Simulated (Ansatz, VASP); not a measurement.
## Ge in VASP and in Ansatz

The input INCAR:

```
  ALGO = Normal
  EDIFF = 1E-6
  ENCUT = 520
  GGA = RE
  ISIF = 2
  ISMEAR = -1
  LASPH = T
  LCHARG = T
  LELF = T
  LREAL = F
  LVHAR = T
  LWAVE = F
  NBANDS = 13
  NELM = 80
  PREC = Accurate
  SIGMA = 0.1
```

KPOINTS

```
k-points
0
Gamma
  15 15 15
```

The input POSCAR:

```
Ge
1.0
   -1.6781340450      1.6781340450      1.6781340450
    1.6781340450     -1.6781340450      1.6781340450
    1.6781340450      1.6781340450     -1.6781340450
Ge
1
Direct
    0.0000000000      0.0000000000      0.0000000000
```

Input for Ansatz:

```yaml
crystal:
  lattice:
    - [-1.678134045, 1.678134045, 1.678134045]
    - [1.678134045, -1.678134045, 1.678134045]
    - [1.678134045, 1.678134045, -1.678134045]
  atoms:
    - { symbol: Ge, position: [0.0, 0.0, 0.0] }
hamiltonian:
  xc: revpbe
  pseudopotentials:
    kind: paw
    azcp:
      Ge: "pseudopotentials/Ge.paw.azcp"
basis:
  ecutwfc: 420
  fft_grid_basis: typed
kpoints:
  mp_grid: { grid: [15, 15, 15], shift: [0, 0, 0] }
magnetization:
  spin_polarized: false
scf:
  occupations: { method: fermi_dirac, width: 0.1 }
  lower_state_search: "off"
output:
  stress: true
```

Alike in both runs: task single point; functional revPBE; k mesh 15 × 15 × 15; occupations fermi-dirac, width 0.1 eV; no spin polarisation.

|  | VASP | Ansatz |
| --- | --- | --- |
| version | VASP 6.6.1 | Ansatz 0.2.0 |
| potentials or method | VASP PAW PBE potentials, release 64 (Ge_d), cutoff 520 eV | plane waves (420 eV) with PAW, scalar-relativistic |
| valence electrons in the cell | 14 | 14 |

```csv
,VASP,Ansatz,Ansatz less VASP
pressure (GPa),2.1,2.1,+0.08
```

VASP's potentials were made for PBE, not for revPBE.
